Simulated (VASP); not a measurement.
Wanted: the native input for a VASP 6.6.1 run.

```yaml
Task: single point
Functional: PBEsol
Potentials_or_basis: VASP PAW PBE potentials, release 64 (Ag_sv_GW)
Cutoff: 630 eV
k_mesh: 10 × 10 × 10
Occupations: gaussian, width 0.15 eV
Spin: no spin polarisation
Dipole_correction: no
Further_INCAR_settings: ALGO = Normal; EDIFF = 1e-06; NBANDS = 26
```

The structure of Ag lies in POSCAR:

```
Ag
1.0
    0.0000000000     -3.2251146571      0.0000000000
   -3.2251146571      0.0000000000      0.0000000000
    0.0000000000      0.0000000000     -3.2251146571
Ag
2
Direct
    0.4173050382      0.7015473585      0.4735927836
    0.0826949618     -0.2015473585      0.0264072164
```

This cell differs from its parent crystal: atoms moved at random.

The input as run:

INCAR

```
PREC     = Accurate       # precision mode
ENCUT    = 630            # plane-wave cutoff, eV
EDIFF    = 1E-6           # SCF threshold, eV
ISMEAR   = 0              # smearing method
SIGMA    = 0.15           # smearing width, eV
LREAL    = False          # projectors in reciprocal space
LASPH    = True           # aspherical terms in the spheres
NELM     = 120            # most SCF steps
ALGO     = Normal         # electronic algorithm
ISIF     = 2              # what is computed and relaxed
LWAVE    = False          # write WAVECAR
LCHARG   = False          # write CHGCAR
GGA      = PS             # functional
NBANDS   = 26             # bands
GGA_COMPAT= False
```

KPOINTS

```
regular mesh
0
Gamma
  10 10 10
```

Potentials or basis: VASP PAW PBE potentials, release 64 (Ag_sv_GW).

Command:

```sh
$ cat potpaw_PBE.64/Ag_sv_GW/POTCAR > POTCAR
$ mpirun -np 1 vasp_std > vasp.out
```

It gave:

| Property | Result |
| --- | --- |
| Pressure | 131.2 GPa |
| Largest force | 30.407 eV/Å |
| Band gap on the k mesh | zero (bands 19 and 20 overlap by 3.95 eV) |

Caveat: the cell differs from its parent crystal (atoms moved at random); atoms lie so close that the PAW spheres overlap strongly, which falsifies energies and pressures; the stress differs along the axes, from 6 to 256 GPa; the PAW data sets were made with another functional, which shifts forces and pressure a little.

It took 7 min on 1 thread of Intel(R) Xeon(R) Platinum 8259CL CPU @ 2.50GHz (Skylake/Cascade Lake), with other jobs on the host, peak memory 0.62 GiB.
